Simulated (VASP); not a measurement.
CuO:

```
Cu O
1.0
     2.01088   -2.17509    0.00000
     2.01088    2.17509    0.00000
     0.00000    0.00000    5.15593
Cu O
2 2
Direct
  0.50000 0.00000 0.00000
  0.00000 0.50000 0.50000
  0.50000 0.50000 0.25000
  0.50000 0.50000 0.75000
```

Base run:

```yaml
Program: VASP 6.6.1
Functional: PBEsol
Potentials_or_basis: VASP PAW PBE potentials, release 64 (Cu, O)
Cutoff: 520 eV
k_mesh: 8 × 8 × 5
Occupations: fermi-dirac, width 0.05 eV
Spin: no spin polarisation
```

Its results: band gap on the k mesh zero (band 17 reaches 5.08 eV, above the bottom of band 18 at 4.22 eV); pressure -7.8 GPa.

**Question.** The run is repeated on the same cell with these changes: potentials or basis from VASP PAW PBE potentials, release 64 (Cu, O) to VASP PAW PBE potentials, release 64 (Cu_sv_GW, O); cutoff from 520 eV to 700 eV; further incar settings from ALGO = Normal; EDIFF = 1e-07; NBANDS = 25 to ALGO = Normal; EDIFF = 1e-06; NBANDS = 33; valence electrons from 34 to 50. What comes out?

**Answer.** Band gap on the k mesh zero (band 25 reaches 5.12 eV, above the bottom of band 26 at 4.26 eV); pressure -11.0 GPa.

Caveats: the PAW data sets were made with another functional, which shifts forces and pressure a little; semilocal functionals often make such compounds metallic where correlation or magnetic order opens a gap, which also shifts bond lengths.
